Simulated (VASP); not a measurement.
# Ga7P8 (a cell with a defect) in VASP: further runs

The runs below take Ga7P8 (a cell with a defect) through single point, with PBE.

Everything below comes from runs of VASP 6.6.1. Logs are shortened: lines on timing, memory, paths and dates and some standing lists are left out, and cuts for length are marked.

### Step 1. The cell of the first run

The cell holds a defect, 15 atoms: a = 7.785 Å, b = 7.785 Å, c = 7.785 Å, α = 60.00°, β = 60.00°, γ = 60.00°.

### Step 2. Single point, PBE, collinear spin (atoms taken out, then relaxed in part)

Input file INCAR:

```
SYSTEM = Ga7P8
ALGO     = Normal         ! electronic algorithm
EDIFF    = 1E-7           ! SCF threshold, eV
ENCUT    = 520            ! plane-wave cutoff, eV
GGA      = PE             ! functional
ISIF     = 2              ! what is computed and relaxed
ISMEAR   = 0              ! smearing method
ISPIN    = 2              ! spin polarisation
LASPH    = .TRUE.         ! aspherical terms in the spheres
LCHARG   = .FALSE.        ! write CHGCAR
LORBIT   = 11             ! projections on sites
LREAL    = Auto         
LWAVE    = .FALSE.        ! write WAVECAR
MAGMOM   = 0 0 0 0 0 0 0 0.25 0 0 0 0.25 0.25 0.25 0 ! initial moments
NBANDS   = 82             ! bands
NELECT   = 133.0        
NELM     = 150            ! most SCF steps
PREC     = Accurate       ! precision mode
SIGMA    = 0.01           ! smearing width, eV
```

Input file KPOINTS:

```
k-points
0
G
  3 3 3
  0 0 0
```

Input file POSCAR:

```
Ga7P8
1.0
    0.0000000000      5.5051169776     -5.5051169776
    5.5051169776      5.5051169776      0.0000000000
    5.5051169776      0.0000000000     -5.5051169776
Ga P
7 8
Direct
    0.4902186150      0.0097813850     -0.0097813850
    1.0097813850      0.4902186150     -0.0097813850
    1.0097813850      0.0097813850     -0.0097813850
    0.4902186150      0.4902186150      0.5097813850
    0.4902186150      0.0097813850      0.5097813850
    1.0097813850      0.4902186150      0.5097813850
    1.0000000000      0.0000000000      0.5000000000
    0.3832578394      0.3832578394      0.3502264819
    0.3780331008      0.8739889664      0.3739889664
    0.8739889664      0.3780331008      0.3739889664
    0.8739889664      0.8739889664      0.3739889664
    0.3832578394      0.3832578394      0.8832578394
    0.3832578394      0.8502264819      0.8832578394
    0.8502264819      0.3832578394      0.8832578394
    0.8739889664      0.8739889664      0.8780331008
```

Potentials or basis: VASP PAW PBE potentials, release 64 (Ga_d, P).

The run is started by

```sh
cat potpaw_PBE.64/Ga_d/POTCAR potpaw_PBE.64/P/POTCAR > POTCAR
mpirun -np 1 vasp_std > vasp.out
```

OUTCAR:

```text
SYSTEM = Ga7P8
   EDIFF = 1E-7
   ENCUT = 520
   GGA = PE
   ISIF = 2
   ISMEAR = 0
   ISPIN = 2
   LASPH = .TRUE.
   LORBIT = 11
   LREAL = Auto
   NELECT = 133.0
   NELM = 150
   PREC = Accurate

 ion  position               nearest neighbor table
   1  0.490  0.010  0.990-  13 2.39  12 2.39   9 2.44  15 2.44
   2  0.010  0.490  0.990-  14 2.39  12 2.39  10 2.44  15 2.44
   3  0.010  0.010  0.990-  13 2.39  14 2.39  11 2.44  15 2.44
   4  0.490  0.490  0.510-   8 2.39  12 2.39  10 2.44   9 2.44
   5  0.490  0.010  0.510-   8 2.39  13 2.39  11 2.44   9 2.44
   6  0.010  0.490  0.510-   8 2.39  14 2.39  11 2.44  10 2.44
   7  0.000  0.000  0.500-  10 2.40  11 2.40   9 2.40  15 2.40
   8  0.383  0.383  0.350-   4 2.39   5 2.39   6 2.39
   9  0.378  0.874  0.374-   7 2.40   1 2.44   5 2.44   4 2.44
  10  0.874  0.378  0.374-   7 2.40   6 2.44   2 2.44   4 2.44
  11  0.874  0.874  0.374-   7 2.40   6 2.44   3 2.44   5 2.44
  12  0.383  0.383  0.883-   1 2.39   2 2.39   4 2.39
  13  0.383  0.850  0.883-   1 2.39   3 2.39   5 2.39
  14  0.850  0.383  0.883-   2 2.39   3 2.39   6 2.39
  15  0.874  0.874  0.878-   7 2.40   1 2.44   3 2.44   2 2.44

  LATTYP: Found a face centered cubic cell.
 ALAT       =    11.0102339552

  Lattice vectors:

 A1 = (   0.0000000000,   5.5051169776,  -5.5051169776)
 A2 = (   5.5051169776,   5.5051169776,   0.0000000000)
 A3 = (   5.5051169776,   0.0000000000,  -5.5051169776)

Analysis of symmetry for initial positions (statically):
=====================================================================
 Subroutine PRICEL returns:
 Original cell was already a primitive cell.

 Routine SETGRP: Setting up the symmetry group for a
 face centered cubic supercell.

 Subroutine GETGRP returns: Found 24 space group operations
 (whereof  4 operations were pure point group operations)
 out of a pool of 48 trial point group operations.

The static configuration has the point symmetry C_2v.
 The point group associated with its full space group is T_d .

Analysis of symmetry for dynamics (positions and initial velocities):
=====================================================================
 Subroutine PRICEL returns:
 Original cell was already a primitive cell.

 Routine SETGRP: Setting up the symmetry group for a
 face centered cubic supercell.

 Subroutine GETGRP returns: Found 24 space group operations
 (whereof  4 operations were pure point group operations)
 out of a pool of 48 trial point group operations.
[... 508 lines left out ...]
  band No.  band energies     occupation
      1     -10.9649      1.00000
      2     -10.9649      1.00000
      3     -10.9649      1.00000
      4     -10.8713      1.00000
      5     -10.8713      1.00000
      6     -10.8158      1.00000
[... 313 lines left out ...]
     77       8.1371      0.00000
     78       8.1543      0.00000
 [bands above 78 left out]

------------------------ aborting loop because EDIFF is reached ----------------------------------------

  FORCE on cell =-STRESS in cart. coord.  units (eV):
  Direction    XX          YY          ZZ          XY          YZ          ZX
  --------------------------------------------------------------------------------------
  -------------------------------------------------------------------------------------
  Total       12.2904588     12.2904588     12.2904588      0.0000000     -0.0000000      0.0000000
  in kB       59.0131813     59.0131813     59.0131813      0.0000000     -0.0000000      0.0000000
  external PRESSURE =      59.0131813 kB  Pullay stress =       0.0000000 kB

 VOLUME and BASIS-vectors are now :
 -----------------------------------------------------------------------------
  energy-cutoff  :      520.00
  volume of cell :      333.68
      direct lattice vectors                 reciprocal lattice vectors
     0.000000000  5.505116978 -5.505116978    -0.090824591  0.090824591 -0.090824591
     5.505116978  5.505116978  0.000000000     0.090824591  0.090824591  0.090824591
     5.505116978  0.000000000 -5.505116978     0.090824591 -0.090824591 -0.090824591

 POSITION                                       TOTAL-FORCE (eV/Angst)
 -----------------------------------------------------------------------------------
      5.50512      2.75256     -8.14998         0.000000     -0.000000      0.017438
      8.14998      2.75256     -5.50512        -0.017438     -0.000000     -0.000000
      5.50512      0.10770     -5.50512         0.000000      0.017438     -0.000000
      5.50512      5.39742     -5.50512         0.000000     -0.017438     -0.000000
      2.86025      2.75256     -5.50512         0.017438     -0.000000     -0.000000
      5.50512      2.75256     -2.86025         0.000000     -0.000000     -0.017438
      2.75256      0.00000     -2.75256        -0.000000     -0.000000      0.000000
      4.03792      4.21976     -4.03792         0.004419     -0.004419     -0.004419
      6.87026      6.89253     -4.13997        -0.000654      0.000654     -0.000654
      4.13997      6.89253     -6.87026         0.000654      0.000654      0.000654
      6.87026      9.62282     -6.87026        -0.000654     -0.000654      0.000654
      6.97232      4.21976     -6.97232        -0.004419     -0.004419      0.004419
      9.54303      6.79048     -6.97232         0.004419      0.004419      0.004419
      6.97232      6.79048     -9.54303        -0.004419      0.004419     -0.004419
      9.64509      9.62282     -9.64509         0.000654     -0.000654     -0.000654
 -----------------------------------------------------------------------------------
    total drift:                               -0.000012     -0.000012      0.000012

  FREE ENERGIE OF THE ION-ELECTRON SYSTEM (eV)
  ---------------------------------------------------
  free  energy   TOTEN  =       -58.3306256034 eV

  energy  without entropy=      -58.3293993019  energy(sigma->0) =      -58.33001245

 total charge

# of ion       s       p       d       tot
------------------------------------------
    1        0.880   0.809  10.004  11.693
    2        0.880   0.809  10.004  11.693
    3        0.880   0.809  10.004  11.693
    4        0.880   0.809  10.004  11.693
    5        0.880   0.809  10.004  11.693
    6        0.880   0.809  10.004  11.693
    7        0.872   0.831  10.006  11.709
    8        1.068   1.444   0.000   2.512
    9        1.031   1.510   0.000   2.542
   10        1.031   1.510   0.000   2.542
   11        1.031   1.510   0.000   2.542
   12        1.068   1.444   0.000   2.512
   13        1.068   1.444   0.000   2.512
   14        1.068   1.444   0.000   2.512
   15        1.031   1.510   0.000   2.542
--------------------------------------------------
tot         14.550  17.502  70.028 102.080

 magnetization (x)

# of ion       s       p       d       tot
------------------------------------------
    1       -0.002   0.006   0.004   0.007
    2       -0.002   0.006   0.004   0.007
    3       -0.002   0.006   0.004   0.007
    4       -0.002   0.006   0.004   0.007
    5       -0.002   0.006   0.004   0.007
    6       -0.002   0.006   0.004   0.007
    7       -0.000   0.000   0.001   0.000
    8        0.007   0.082   0.000   0.089
    9       -0.000   0.006   0.000   0.006
   10       -0.000   0.006   0.000   0.006
   11       -0.000   0.006   0.000   0.006
   12        0.007   0.082   0.000   0.089
   13        0.007   0.082   0.000   0.089
   14        0.007   0.082   0.000   0.089
   15       -0.000   0.006   0.000   0.006
--------------------------------------------------
tot          0.014   0.385   0.023   0.422
```

Run time: 8.1 min. Hardware: 1 thread of Intel Xeon Platinum 8375C at 2.90GHz (Ice Lake), shared host; peak memory 0.69 GiB.

Results:

```yaml
Free_energy: -58.3306 eV
Largest_force: 0.017 eV/Å
Net_moment: 0.78 μB per cell
Site_moments: Ga +0.01, +0.00 (each value once); P +0.09, +0.01 (each value once) μB
Valence_electrons_inside_the_program's_atomic_spheres: Ga 11.69, 11.71 (each value once); P 2.51, 2.54 (each value once)
```

Forces on the atoms (eV/Å):
```
Ga   0.000  0.000  0.017
Ga  -0.017  0.000  0.000
Ga   0.000  0.017  0.000
Ga   0.000 -0.017  0.000
Ga   0.017  0.000  0.000
Ga   0.000  0.000 -0.017
Ga   0.000  0.000  0.000
P    0.004 -0.004 -0.004
P   -0.001  0.001 -0.001
P    0.001  0.001  0.001
P   -0.001 -0.001  0.001
P   -0.004 -0.004  0.004
P    0.004  0.004  0.004
P   -0.004  0.004 -0.004
P    0.001 -0.001 -0.001
```

Caveat: the cell carries a net charge on a neutralising background, which shifts energy and pressure; the cell differs from its parent crystal (atoms taken out, then relaxed in part); the cell is charged against a uniform background, so pressure and absolute levels hang on convention; a moment this small can come from the mesh or the smearing.

### Step 3. Single point, PBE (atoms taken out, then relaxed in part)

Input file INCAR:

```
SYSTEM = Ga7P8
  PREC = Accurate
  ENCUT = 520
  EDIFF = 1E-6
  ISMEAR = 0
  SIGMA = 0.01
  LREAL = Auto
  LASPH = .True.
  NELM = 80
  ALGO = Normal
  ISIF = 2
  LWAVE = .False.
  LCHARG = .False.
  GGA = PE
  NBANDS = 78
  NELECT = 132.0
```

Input file KPOINTS:

```
Automatic mesh
0
Gamma
  2 2 2
  0 0 0
```

Input file POSCAR:

```
Ga7P8
1.0
    0.0000000000      5.5051169764     -5.5051169764
    5.5051169764      5.5051169764      0.0000000000
    5.5051169764      0.0000000000     -5.5051169764
Ga P
7 8
Direct
    0.4945938299      0.0054061701     -0.0054061701
    1.0054061701      0.4945938299     -0.0054061701
    1.0054061701      0.0054061701     -0.0054061701
    0.4945938299      0.4945938299      0.5054061701
    0.4945938299      0.0054061701      0.5054061701
    1.0054061701      0.4945938299      0.5054061701
    1.0000000000      0.0000000000      0.5000000000
    0.3799704081      0.3799704081      0.3600887756
    0.3768131088      0.8743956304      0.3743956304
    0.8743956304      0.3768131088      0.3743956304
    0.8743956304      0.8743956304      0.3743956304
    0.3799704081      0.3799704081      0.8799704081
    0.3799704081      0.8600887756      0.8799704081
    0.8600887756      0.3799704081      0.8799704081
    0.8743956304      0.8743956304      0.8768131088
```

Potentials or basis: VASP PAW PBE potentials, release 64 (Ga_d, P).

The run is started by

```sh
cat potpaw_PBE.64/Ga_d/POTCAR potpaw_PBE.64/P/POTCAR > POTCAR
mpirun -np 1 vasp_std > vasp.out
```

OUTCAR:

```text
SYSTEM = Ga7P8
   PREC = Accurate
   ENCUT = 520
   EDIFF = 1E-6
   ISMEAR = 0
   LREAL = Auto
   LASPH = .True.
   NELM = 80
   ISIF = 2
   GGA = PE
   NELECT = 132.0

 ion  position               nearest neighbor table
   1  0.495  0.005  0.995-  12 2.39  13 2.39   9 2.42  15 2.42
   2  0.005  0.495  0.995-  12 2.39  14 2.39  15 2.42  10 2.42
   3  0.005  0.005  0.995-  13 2.39  14 2.39  15 2.42  11 2.42
   4  0.495  0.495  0.505-  12 2.39   8 2.39   9 2.42  10 2.42
   5  0.495  0.005  0.505-   8 2.39  13 2.39   9 2.42  11 2.42
   6  0.005  0.495  0.505-   8 2.39  14 2.39  10 2.42  11 2.42
   7  0.000  0.000  0.500-  11 2.40   9 2.40  15 2.40  10 2.40
   8  0.380  0.380  0.360-   6 2.39   5 2.39   4 2.39
   9  0.377  0.874  0.374-   7 2.40   5 2.42   1 2.42   4 2.42
  10  0.874  0.377  0.374-   7 2.40   6 2.42   2 2.42   4 2.42
  11  0.874  0.874  0.374-   7 2.40   5 2.42   6 2.42   3 2.42
  12  0.380  0.380  0.880-   1 2.39   2 2.39   4 2.39
  13  0.380  0.860  0.880-   3 2.39   5 2.39   1 2.39
  14  0.860  0.380  0.880-   6 2.39   3 2.39   2 2.39
  15  0.874  0.874  0.877-   7 2.40   3 2.42   1 2.42   2 2.42

  LATTYP: Found a face centered cubic cell.
 ALAT       =    11.0102339528

  Lattice vectors:

 A1 = (   0.0000000000,   5.5051169764,  -5.5051169764)
 A2 = (   5.5051169764,   5.5051169764,   0.0000000000)
 A3 = (   5.5051169764,   0.0000000000,  -5.5051169764)

Analysis of symmetry for initial positions (statically):
=====================================================================
 Subroutine PRICEL returns:
 Original cell was already a primitive cell.

 Routine SETGRP: Setting up the symmetry group for a
 face centered cubic supercell.

 Subroutine GETGRP returns: Found 24 space group operations
[... 153 lines left out ...]
   LRPA    =     F    only Hartree local field effects (RPA)
 non-spin polarized calculation
 Gauss-broadening in eV      SIGMA  =   0.01
  energy-cutoff  :      520.00
  volume of cell :      333.68
 maximum number of plane-waves:      9089
 NGX is ok and might be reduce to    60
   NGX = 29   NGY = 29   NGZ = 29

 number of electron     131.9999999 magnetization

 Free energy of the ion-electron system (eV)
  ---------------------------------------------------
  ext. energy  EPLUGINS =         0.00000000
  ---------------------------------------------------
  free energy    TOTEN  =       -61.48629824 eV

  energy without entropy =      -61.48093561  energy(sigma->0) =      -61.48361692

 E-fermi :   4.0033     XC(G=0):  -9.4561

 val. band max:        3.7250731218   @ k =   0.5000   0.5000   0.0000
 cond. band min:       4.0055190188   @ k =   0.5000   0.0000   0.0000
 fundamental gap:      0.2804458970
 Fermi energy:         4.0032659692

 k-point     1 :       0.0000    0.0000    0.0000
  band No.  band energies     occupation
      1     -10.9034      2.00000
      2     -10.9034      2.00000
      3     -10.9034      2.00000
      4     -10.8404      2.00000
      5     -10.8157      2.00000
      6     -10.8157      2.00000
[... 232 lines left out ...]
     77       8.6005      0.00000
     78       8.6010      0.00000

------------------------ aborting loop because EDIFF is reached ----------------------------------------

  FORCE on cell =-STRESS in cart. coord.  units (eV):
  Direction    XX          YY          ZZ          XY          YZ          ZX
  --------------------------------------------------------------------------------------
  -------------------------------------------------------------------------------------
  Total        4.9591547      4.9591547      4.9591547      0.0000000      0.0000000      0.0000000
  in kB       23.8116005     23.8116005     23.8116005      0.0000000      0.0000000      0.0000000
  external PRESSURE =      23.8116005 kB  Pullay stress =       0.0000000 kB

 VOLUME and BASIS-vectors are now :
 -----------------------------------------------------------------------------
  energy-cutoff  :      520.00
  volume of cell :      333.68
      direct lattice vectors                 reciprocal lattice vectors
     0.000000000  5.505116976 -5.505116976    -0.090824591  0.090824591 -0.090824591
     5.505116976  5.505116976  0.000000000     0.090824591  0.090824591  0.090824591
     5.505116976  0.000000000 -5.505116976     0.090824591 -0.090824591 -0.090824591

 POSITION                                       TOTAL-FORCE (eV/Angst)
 -----------------------------------------------------------------------------------
      5.50512      2.75256     -8.19815         0.000000      0.000000      0.011768
      8.19815      2.75256     -5.50512        -0.011768      0.000000     -0.000000
      5.50512      0.05952     -5.50512         0.000000      0.011768     -0.000000
      5.50512      5.44559     -5.50512         0.000000     -0.011768     -0.000000
      2.81208      2.75256     -5.50512         0.011768      0.000000     -0.000000
      5.50512      2.75256     -2.81208         0.000000      0.000000     -0.011768
      2.75256      0.00000     -2.75256        -0.000000     -0.000000      0.000000
      4.07411      4.18356     -4.07411        -0.000473      0.000473      0.000473
      6.87474      6.88805     -4.13549         0.002543     -0.002543      0.002543
      4.13549      6.88805     -6.87474        -0.002543     -0.002543     -0.002543
      6.87474      9.62730     -6.87474         0.002543      0.002543     -0.002543
      6.93612      4.18356     -6.93612         0.000473      0.000473     -0.000473
      9.57923      6.82667     -6.93612        -0.000473     -0.000473     -0.000473
      6.93612      6.82667     -9.57923         0.000473     -0.000473      0.000473
      9.64061      9.62730     -9.64061        -0.002543      0.002543      0.002543
 -----------------------------------------------------------------------------------
    total drift:                               -0.000017     -0.000017      0.000017

  FREE ENERGIE OF THE ION-ELECTRON SYSTEM (eV)
  ---------------------------------------------------
  free  energy   TOTEN  =       -61.4862982377 eV

  energy  without entropy=      -61.4809356071  energy(sigma->0) =      -61.48361692
```

OSZICAR:

```text
N       E                     dE             d eps       ncg     rms          rms(c)
DAV:   1     0.137332733361E+04    0.13733E+04   -0.57163E+04   530   0.237E+03
DAV:   2     0.242157140221E+03   -0.11312E+04   -0.10953E+04   476   0.686E+02
DAV:   3    -0.395412795157E+02   -0.28170E+03   -0.27062E+03   592   0.216E+02
DAV:   4    -0.622140219255E+02   -0.22673E+02   -0.22198E+02   552   0.597E+01
DAV:   5    -0.634681198060E+02   -0.12541E+01   -0.12434E+01   690   0.153E+01    0.110E+01
DAV:   6    -0.616172280491E+02    0.18509E+01   -0.42150E+00   688   0.139E+01    0.674E+00
DAV:   7    -0.614713300116E+02    0.14590E+00   -0.16350E+00   538   0.387E+00    0.268E+00
DAV:   8    -0.614839856303E+02   -0.12656E-01   -0.29075E-01   584   0.442E+00    0.518E-01
DAV:   9    -0.614847313449E+02   -0.74571E-03   -0.38155E-02   548   0.201E+00    0.175E-01
DAV:  10    -0.614855977720E+02   -0.86643E-03   -0.71361E-03   664   0.743E-01    0.137E-01
DAV:  11    -0.614861783885E+02   -0.58062E-03   -0.13637E-03   584   0.188E-01    0.385E-02
DAV:  12    -0.614862649331E+02   -0.86545E-04   -0.18137E-04   632   0.924E-02    0.267E-02
DAV:  13    -0.614862866360E+02   -0.21703E-04   -0.43524E-05   528   0.331E-02    0.143E-02
DAV:  14    -0.614862979977E+02   -0.11362E-04   -0.19383E-05   504   0.276E-02    0.669E-03
DAV:  15    -0.614862982377E+02   -0.23993E-06   -0.16009E-06   368   0.139E-02
   1 F= -.61486298E+02 E0= -.61483617E+02  d E =-.536263E-02
```

Wall time 10 min (1 thread of Intel Xeon 8259CL, shared host); peak memory 0.48 GiB.

What came out:

| Property | Result |
| --- | --- |
| Free energy | -61.4863 eV |
| Largest force | 0.012 eV/Å |

Forces on the atoms (eV/Å):
```
Ga   0.000  0.000  0.012
Ga  -0.012  0.000  0.000
Ga   0.000  0.012  0.000
Ga   0.000 -0.012  0.000
Ga   0.012  0.000  0.000
Ga   0.000  0.000 -0.012
Ga   0.000  0.000  0.000
P    0.000  0.000  0.000
P    0.003 -0.003  0.003
P   -0.003 -0.003 -0.003
P    0.003  0.003 -0.003
P    0.000  0.000  0.000
P    0.000  0.000  0.000
P    0.000  0.000  0.000
P   -0.003  0.003  0.003
```

Caveat: the k points lie up to 0.49 Å⁻¹ apart, too coarse for converged energies and pressures of a metal; the cell carries a net charge on a neutralising background, which shifts energy and pressure; the cell differs from its parent crystal (atoms taken out, then relaxed in part); the cell is charged against a uniform background, so pressure and absolute levels hang on convention.

(Part 1 of 2 ends here.)
